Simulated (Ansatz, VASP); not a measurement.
**Two plane-wave programs on Al3Cu**

```
Cu Al
1.0
     3.76704    0.00000    0.00000
     0.00000    3.76704    0.00000
     0.00000    0.00000    3.76704
Cu Al
1 3
Direct
  0.00000 0.00000 0.00000
  0.50000 0.50000 0.00000
  0.50000 0.00000 0.50000
  0.00000 0.50000 0.50000
```

Alike in both runs: task single point; functional PBEsol; k mesh 6 × 6 × 6; occupations gaussian, width 0.1 eV; no spin polarisation.

|  | VASP | Ansatz |
| --- | --- | --- |
| version | VASP 6.6.1 | Ansatz 0.2.0 |
| potentials or method | VASP PAW PBE potentials, release 64 (Cu, Al), cutoff 520 eV | scalar-relativistic, plane waves, PAW |
| valence electrons in the cell | 20 | 28 |

VASP gave:

| Property | Result |
| --- | --- |
| gap on the k mesh at the Fermi level (eV) | none |
| pressure (GPa) | 12.0 |

**Question.** What did Ansatz give for the same quantities?

**Answer.** gap on the k mesh at the Fermi level (eV): none; pressure (GPa): 11.8.

VASP's potentials were made for PBE, not for PBEsol. A gap of «none» marks a metal or a gap that the smearing closes. With one functional, cell and mesh, what is left measures potentials, basis and numerics. VASP's potentials hold 20 valence electrons a cell and Ansatz's 28, so a difference there can come from the potentials and not from the codes.
